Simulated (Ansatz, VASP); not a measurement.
# One calculation of AlN, two programs

The input INCAR:

```
SYSTEM = AlN
PREC = Accurate
ENCUT = 520
EDIFF = 1E-6
ISMEAR = -1
SIGMA = 0.08
LREAL = .FALSE.
LASPH = .TRUE.
NELM = 80
ALGO = Normal
ISIF = 2
LWAVE = .FALSE.
LCHARG = .FALSE.
GGA = PE
NBANDS = 11
```

File KPOINTS:

```
regular mesh
0
G
  13 13 13
  0 0 0
```

The input POSCAR:

```
AlN
1.0
    0.0000000000      2.2239543542      2.1575704371
    2.2239543542      0.0000000000      2.1575704371
    2.2239543542      2.2239543542      0.0000000000
Al N
1 1
Direct
    0.0000000000      0.0000000000      0.0000000000
    0.2500000000      0.2500000000      0.2500000000
```

Input for Ansatz:

```yaml
crystal:
  lattice:
    - [0.0, 2.2239543542, 2.1575704371]
    - [2.2239543542, 0.0, 2.1575704371]
    - [2.2239543542, 2.2239543542, 0.0]
  atoms:
    - { symbol: Al, position: [0.0, 0.0, 0.0] }
    - { symbol: "N", position: [0.25, 0.25, 0.25] }
kpoints:
  mp_grid: { grid: [13, 13, 13] }
scf:
  occupations: { method: fermi_dirac, width: 0.08 }
hamiltonian:
  xc: pbe
  pseudopotentials: { kind: all_electron, lapw: { basis_error: 0.001 } }
output:
  forces: true
  stress: true
  eigenvalues: true
```

Change from the starting cell: z stretched by -2 % at fixed volume.

Alike in both runs: task single point; functional PBE; k mesh 13 × 13 × 13; occupations fermi-dirac, width 0.08 eV; no spin polarisation.

|  | VASP | Ansatz |
| --- | --- | --- |
| version | VASP 6.6.1 | Ansatz 0.2.0 |
| potentials or method | VASP PAW PBE potentials, release 64 (Al, N), cutoff 520 eV | all-electron LAPW, scalar-relativistic |

VASP gave:

| Property | Result |
| --- | --- |
| gap on the k mesh at the Fermi level (eV) | 3.24 |
| pressure (GPa) | -0.4 |
| traceless stress, the component that is largest in VASP (GPa) | 2.45 |

Problem. What did Ansatz give for the same quantities?

Solution. gap on the k mesh at the Fermi level (eV): 3.24; pressure (GPa): -0.2; traceless stress, the component that is largest in VASP (GPa): 2.44.

Ansatz ran all-electron here, and VASP with PAW potentials.
